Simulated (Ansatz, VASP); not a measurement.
# One calculation of KCl, two programs

INCAR

```
ALGO = Normal
DIPOL = 0.5 0.5 0.500
EDIFF = 1E-6
ENCUT = 520
GGA = PE
IDIPOL = 3
ISIF = 2
ISMEAR = 1
LASPH = True
LCHARG = True
LDIPOL = True
LELF = True
LREAL = False
LVACPOTAV = True
LVHAR = True
LWAVE = False
NBANDS = 24
NELM = 60
PREC = Accurate
SIGMA = 0.15
```

KPOINTS

```
k-points
0
Gamma
  3 3 1
```

The input POSCAR:

```
KCl
1.0
    4.4497805476      0.0000000000      0.0000000000
    0.0000000000      4.4497805476      0.0000000000
    0.0000000000      0.0000000000     15.1464700000
K Cl
2 2
Direct
    0.0000000000      0.0000000000      0.3961319040
    0.5000000000      0.5000000000      0.6038680960
    0.5000000000      0.5000000000      0.3961319040
    1.0000000000      0.0000000000      0.6038680960
```

Input for Ansatz:

```yaml
crystal:
  lattice:
    - [4.4497805476000725, 0.0, 0.0]
    - [-3.2690051156373203e-17, 4.4497805476000725, 0.0]
    - [0.0, -0.0, 15.146469999999999]
  atoms:
    - { symbol: K, position: [0.0, 0.0, 0.3961319040013944] }
    - { symbol: Cl, position: [0.5, 0.5000000000000001, 0.3961319040013944] }
    - { symbol: K, position: [0.4999999999999998, 0.5, 0.6038680959986056] }
    - { symbol: Cl, position: [0.9999999999999998, 2.220446049250313e-16, 0.6038680959986056] }
basis:
  ecutwfc: 420.0
kpoints:
  mp_grid:
    grid: [3, 3, 1]
hamiltonian:
  xc: pbe
efield:
  axis: 3
  dipole_correction: true
scf:
  occupations:
    method: cold
    width: 0.15
```

Alike in both runs: task single point; functional PBE; k mesh 3 × 3 × 1; no spin polarisation.

```csv
,VASP,Ansatz
version,VASP 6.6.1,Ansatz 0.2.0
potentials or method,"VASP PAW PBE potentials, release 64 (K_sv, Cl), cutoff 520 eV","plane waves, PAW"
occupations,"methfessel-paxton of order 1, width 0.15 eV","cold, width 0.15 eV"
valence electrons in the cell,32,32
```

Ansatz gave:

| Quantity | Value |
| --- | --- |
| gap on the k mesh at the Fermi level (eV) | 4.85 |

Task: Which values does VASP return?

Result: gap on the k mesh at the Fermi level (eV): 4.87.

The k mesh is coarse, so the values compare programs but aren't converged.
